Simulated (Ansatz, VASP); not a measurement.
## Two plane-wave programs on Bi

```xyz
1
Lattice="0.0000 2.0913 2.0913 2.0913 0.0000 2.0913 2.0913 2.0913 0.0000" Properties=species:S:1:pos:R:3 pbc="T T T"
Bi    0.0000    0.0000    0.0000
```

Alike in both runs: task relaxation of cell and atoms; functional PBEsol; k mesh 8 × 8 × 8; occupations gaussian, width 0.1 eV; no spin polarisation.

|  | VASP | Ansatz |
| --- | --- | --- |
| version | VASP 6.6.1 | Ansatz 0.2.0 |
| potentials or method | VASP PAW PBE potentials, release 64 (Bi_d), cutoff 600 eV | scalar-relativistic, plane waves, PAW |
| valence electrons in the cell | 15 | 15 |

Ansatz gave:

- gap on the k mesh at the Fermi level, each at its own relaxed structure (eV): none
- relaxed volume (Å³/atom): 30.06
- relaxed cell length with the largest relative difference (Å): 3.490

Problem. What did VASP give for the same quantities?

Solution. gap on the k mesh at the Fermi level, each at its own relaxed structure (eV): none; relaxed volume (Å³/atom): 30.24; relaxed cell length with the largest relative difference (Å): 3.497.

VASP's potentials were made for PBE, not for PBEsol. A gap of «none» marks a metal or a gap that the smearing closes.

Spin-orbit coupling is off throughout. Noted on VASP's run: the volume moved by over 15 % at a fixed basis, so the end points are rough.
